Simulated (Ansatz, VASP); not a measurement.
# One calculation of Ga2O3, two programs

```
Ga O
1.0
     2.52898    1.46010    4.54132
    -2.52898    1.46010    4.54132
     0.00000   -2.92021    4.54132
Ga O
4 6
Direct
  0.35584 0.35584 0.35584
  0.14416 0.14416 0.14416
  0.64416 0.64416 0.64416
  0.85584 0.85584 0.85584
  0.55310 0.94690 0.25000
  0.25000 0.55310 0.94690
  0.94690 0.25000 0.55310
  0.44690 0.05310 0.75000
  0.75000 0.44690 0.05310
  0.05310 0.75000 0.44690
```

Alike in both runs: functional PBE; k mesh 6 × 6 × 6; occupations gaussian, width 0.02 eV; no spin polarisation.

Ansatz relaxed the structure, and its values are those at the end. VASP's run is a single point on that final structure, the one shown.

|  | VASP | Ansatz |
| --- | --- | --- |
| version | VASP 6.6.1 | Ansatz 0.2.0 |
| potentials or method | VASP PAW PBE potentials, release 64 (Ga_d, O), cutoff 600 eV | scalar-relativistic, plane waves, PAW |
| valence electrons in the cell | 88 | 88 |

VASP gave:

```
gap on the k mesh at the Fermi level (eV) : 2.39
least direct gap on the mesh (eV)         : 2.62
pressure (GPa)                            : 0.7
rms of the force components (eV/Å)        : 0.005
```

Q: Estimate Ansatz's values.

A: gap on the k mesh at the Fermi level (eV): 2.40; least direct gap on the mesh (eV): 2.64; pressure (GPa): 0.0; rms of the force components (eV/Å): 0.000.
